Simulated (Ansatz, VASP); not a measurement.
**One calculation of Ti2BeAlB, two programs**

```xyz
5
Lattice="2.8407 0.0000 0.0000 -1.4204 2.4601 0.0000 0.0000 0.0000 9.7273" Properties=species:S:1:pos:R:3 pbc="T T T"
Ti    0.0000    0.0000    0.1228
Ti    0.0000    0.0000    3.4297
Be    0.0000    1.6401    5.5074
Al    1.4204    0.8200    7.4889
B     0.0000    1.6401    1.7778
```

Alike in both runs: functional PBE; k mesh 6 × 6 × 2; occupations gaussian, width 0.1 eV; no spin polarisation.

Ansatz relaxed the structure, and its values are those at the end. VASP's run is a single point on that final structure, the one shown.

```csv
,VASP,Ansatz
version,VASP 6.6.1,Ansatz 0.2.0
potentials or method,"VASP PAW PBE potentials, release 64 (Ti_sv, Be, Al, B), cutoff 520 eV","scalar-relativistic, plane waves, PAW"
valence electrons in the cell,32,32
```

Ansatz gave:

| Property | Result |
| --- | --- |
| gap on the k mesh at the Fermi level (eV) | none |
| pressure (GPa) | 0.1 |
| rms of the force components (eV/Å) | 0.004 |

**Question.** Estimate VASP's values.

**Answer.** gap on the k mesh at the Fermi level (eV): none; pressure (GPa): 0.0; rms of the force components (eV/Å): 0.003.

A gap of «none» marks a metal or a gap that the smearing closes.

The k mesh is coarse, so the values compare programs but aren't converged.
